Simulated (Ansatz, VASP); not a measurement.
**One calculation of Pd, two programs**

```
Pd
1.0
     2.50513    0.00000    0.00000
     0.00000    2.50513    0.00000
     0.00000    0.00000    2.50513
Pd
1
Direct
  0.00000 0.00000 0.00000
```

Alike in both runs: task single point; functional LDA; k mesh 14 × 14 × 14; occupations fermi-dirac, width 0.1 eV; no spin polarisation.

```csv
,VASP,Ansatz
version,VASP 6.6.1,Ansatz 0.2.0
potentials or method,"VASP PAW LDA potentials, release 64 (Pd), cutoff 520 eV","plane waves (420 eV) with PAW, scalar-relativistic"
valence electrons in the cell,10,18
```

|  | VASP | Ansatz | Ansatz less VASP |
| --- | --- | --- | --- |
| pressure (GPa) | 7.6 | 7.7 | +0.02 |

Ansatz warns that its potentials were made for another functional, while VASP's fit it. LDA's correlation is that of Perdew and Zunger in VASP and of Perdew and Wang (1992) in Ansatz. VASP's potentials hold 10 valence electrons a cell and Ansatz's 18, so a difference there can come from the potentials and not from the codes.
